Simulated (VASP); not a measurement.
Crystal: Al3BAs4.

```xyz
8
Lattice="5.3140 0.0000 0.0000 0.0000 5.3140 0.0000 0.0000 0.0000 5.3140" Properties=species:S:1:pos:R:3 pbc="T T T"
Al    2.6570    0.0000    2.6570
Al    2.6570    2.6570    0.0000
Al    0.0000    2.6570    2.6570
B     0.0000    0.0000    0.0000
As    1.3285    3.9855    3.9855
As    1.3285    1.3285    1.3285
As    3.9855    3.9855    1.3285
As    3.9855    1.3285    3.9855
```

```yaml
Program: VASP 6.6.1
Task: relaxation of cell and atoms
Functional: PBE
Potentials_or_basis: VASP PAW PBE potentials, release 64 (Al, B, As)
Cutoff: 600 eV
k_mesh: 4 × 4 × 4
Occupations: gaussian, width 0.1 eV
Spin: no spin polarisation
```

At the start: pressure 14.0 GPa; volume 18.76 Å³/atom.

How do energy, volume and symmetry change on relaxing?

Over 5 steps the energy falls by 227.7 meV/atom and the volume is 20.92 Å³/atom (+11.5 %); space group P-43m (No. 215, to 0.1 Å) before and after.

The path:
| step | energy change (eV) | largest force (eV/Å) | pressure (GPa) | volume (Å³) |
| --- | --- | --- | --- | --- |
| 1 | 0.0000 | 2.8052 | 13.98 | 150.06 |
| 2 | -1.2381 | 0.5674 | -6.71 | 188.47 |
| 3 | -1.4783 | 1.1022 | -2.56 | 175.80 |
| 4 | -1.7453 | 0.5735 | -1.33 | 171.24 |
| 5 | -1.8216 | 0.0331 | 0.13 | 167.33 |

Final structure:
```xyz
8
Lattice="5.5105 0.0000 0.0000 0.0000 5.5105 0.0000 0.0000 0.0000 5.5105" Properties=species:S:1:pos:R:3 pbc="T T T"
Al    2.7552    0.0000    2.7552
Al    2.7552    2.7552    0.0000
Al    0.0000    2.7552    2.7552
B     0.0000    0.0000    0.0000
As    1.2539    4.2566    4.2566
As    1.2539    1.2539    1.2539
As    4.2566    4.2566    1.2539
As    4.2566    1.2539    4.2566
```
